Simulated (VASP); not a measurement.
A run of VASP 6.6.1 is set up as follows.

File INCAR:

```
PREC = Accurate
ENCUT = 520
EDIFF = 1E-6
ISMEAR = 0
SIGMA = 0.01
LREAL = False
LASPH = True
NELM = 60
ALGO = Normal
ISIF = 2
LWAVE = False
LCHARG = True
GGA = PE
LELF = True
LVHAR = True
NBANDS = 51
```

KPOINTS

```
Automatic mesh
0
Gamma
  4 4 4
```

POSCAR

```
NaLaZrSnO6
1.0
    0.0000000000      4.1167518300      4.1167518300
    4.1167518300      0.0000000000      4.1167518300
    4.1167518300      4.1167518300      0.0000000000
Na La Zr Sn O
1 1 1 1 6
Direct
    0.7500000006      0.7500000006      0.7500000006
    0.2500000006      0.2500000006      0.2500000006
    0.5000000000      0.5000000000      0.5000000000
    0.0000000000      0.0000000000      0.0000000000
    0.7522541103      0.2477458897      0.2477458897
    0.2477458897      0.7522541103      0.7522541103
    0.7522541103      0.7522541103      0.2477458897
    0.2477458897      0.2477458897      0.7522541103
    0.2477458897      0.7522541103      0.2477458897
    0.7522541103      0.2477458897      0.7522541103
```

Potentials or basis: VASP PAW PBE potentials, release 64 (Na_pv, La, Zr_sv, Sn_d, O).

The run is started by

```bash
$ cat potpaw_PBE.64/Na_pv/POTCAR potpaw_PBE.64/La/POTCAR potpaw_PBE.64/Zr_sv/POTCAR potpaw_PBE.64/Sn_d/POTCAR potpaw_PBE.64/O/POTCAR > POTCAR
$ mpirun -np 1 vasp_std > vasp.out
```

Predict the band gap on the k mesh.

2.77 eV, indirect (least direct gap 2.79 eV).

Predict the largest force.

0.380 eV/Å.

Forces in eV/Å, atoms in the order of the input:
```
Na   0.000  0.000  0.000
La   0.000  0.000  0.000
Zr   0.000  0.000  0.000
Sn   0.000  0.000  0.000
O    0.380  0.000  0.000
O   -0.380  0.000  0.000
O    0.000  0.000 -0.380
O    0.000  0.000  0.380
O    0.000  0.380  0.000
O    0.000 -0.380  0.000
```

Caveat: spin-orbit coupling is left out, which moves the levels of the heavy elements. As with any semilocal functional, this PBE gap is likely too small.
